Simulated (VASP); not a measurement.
Crystal: ZrGa2Se2.

```
Zr Ga Se
1.0
     4.26025    0.00000    0.00000
    -2.13013    3.68949    0.00000
     0.00000    0.00000    7.14504
Zr Ga Se
1 2 2
Cartesian
  0.0000 0.0000 0.0000
  0.0000 2.4597 4.5362
  2.1301 1.2298 2.6089
  2.1301 1.2298 5.3279
  0.0000 2.4597 1.8172
```

The cell was built from a structure type or drawn by symmetry, and may not be a known phase.

* Program: VASP 6.6.1
* Task: relaxation of cell and atoms
* Functional: PBE
* Potentials or basis: VASP PAW PBE potentials, release 64 (Zr_sv, Ga_d, Se)
* Cutoff: 600 eV
* k mesh: 6 × 6 × 4
* Occupations: gaussian, width 0.1 eV
* Spin: no spin polarisation

At the start: pressure 4.7 GPa; volume 22.46 Å³/atom.

**Question.** Where does the relaxation end?

**Answer.** Over 42 steps the energy falls by 664.5 meV/atom and the volume is 23.17 Å³/atom (+3.2 %); space group P-3m1 (No. 164, to 0.1 Å) before and after.

Step by step:
```
step  energy change (eV)  largest force (eV/Å)  pressure (GPa)  volume (Å³)
   1              0.0000                2.7843            4.69       112.31
   3             -1.1004                1.6373           -4.29       132.80
   5             -1.8218                1.0269           -3.04       128.85
   7             -2.2783                0.5455            1.21       122.73
   9             -2.4453                0.4389           -1.78       129.77
  11             -2.5243                0.4503           -4.10       133.95
  13             -2.6759                1.1480           -6.85       132.03
  15             -2.9256                0.6629           -4.55       126.90
  17             -2.6841                0.2249            9.57        97.50
  19             -3.1905                0.3865           -0.06       112.61
  21             -3.2334                0.3638            0.83       112.54
  23             -3.2404                0.3439            1.46       112.48
  25             -3.2725                0.2416            0.07       115.75
  27             -3.2777                0.2045           -0.70       118.00
  29             -3.2997                0.1278           -0.04       117.20
  31             -3.3045                0.1620            0.46       116.71
  33             -3.3110                0.0324           -0.33       118.12
  35             -3.3148                0.0487           -0.16       118.04
  37             -3.3172                0.1116            0.19       117.34
  39             -3.3190                0.0522           -0.27       117.72
  41             -3.3215                0.0617           -0.02       116.14
  42             -3.3225                0.0272           -0.09       115.86
```

Final structure:
```xyz
5
Lattice="3.7274 0.0000 0.0000 -1.8637 3.2280 0.0000 0.0000 0.0000 9.6291" Properties=species:S:1:pos:R:3 pbc="T T T"
Zr    0.0000    0.0000    0.0000
Ga    0.0000    2.1520    5.6401
Ga    1.8637    1.0760    3.9890
Se    1.8637    1.0760    7.9563
Se    0.0000    2.1520    1.6728
```

Caveat: a cell axis changed by over 15 % at a fixed basis, so the end point is rough.
